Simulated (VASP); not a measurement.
ZrB2: electric field gradients with LDA

Crystal: ZrB2.

```
Zr B
1.0
     3.14376    0.00000    0.00000
    -1.57188    2.72257    0.00000
     0.00000    0.00000    3.49638
Zr B
1 2
Direct
  0.00000 0.00000 0.00000
  0.33333 0.66667 0.50000
  0.66667 0.33333 0.50000
```

This cell differs from its parent crystal: volume scaled by 0.98.

```json
{"Program": "VASP 6.6.1", "Task": "electric field gradients", "Functional": "LDA", "Potentials or basis": "VASP PAW LDA potentials, release 64 (Zr_sv, B)", "Cutoff": "520 eV", "k mesh": "13 × 13 × 10", "Occupations": "fermi-dirac, width 0.03 eV", "Spin": "no spin polarisation", "Dipole correction": "no", "Further INCAR settings": "ALGO = Normal; EDIFF = 1e-08; NBANDS = 16"}
```

| Item | Value |
| --- | --- |
| Pressure | -1.9 GPa |
| Band gap on the k mesh | zero (band 9 reaches 11.37 eV, above the bottom of band 10 at 10.47 eV) |

Stress tensor (GPa, compression positive):
```
-2.18  0.00  0.00
 0.00 -2.18  0.00
 0.00  0.00 -1.26
```

Levels at points of the mesh, in eV from the Fermi level:
| k point | band 5 | band 6 | band 7 | band 8 | band 9 | band 10 | band 11 | band 12 | band 13 | band 14 |
| --- | --- | --- | --- | --- | --- | --- | --- | --- | --- | --- |
| (0.00, 0.00, 0.00) | -12.79 | -2.80 | -2.80 | -2.76 | -2.37 | 3.39 | 3.39 | 4.19 | 4.19 | 5.05 |
| (0.00, 0.00, 0.50) | -10.61 | -7.09 | -1.08 | -1.08 | 0.20 | 0.20 | 0.67 | 0.67 | 1.78 | 4.98 |

Electric field gradients, principal values (V/Å²):
```tsv
atom	least	middle	greatest (by size)
1 Zr	-22.430	-22.430	44.859
2 B	-0.859	-0.859	1.719
3 B	-0.859	-0.859	1.719
```

It took 62 s on 1 thread of Intel Xeon 8259CL (shared host), peak memory 0.17 GiB.

Caveat: without QUAD_EFG the Cq values of the log hold for a quadrupole moment of 1 mb, not for the nuclei.
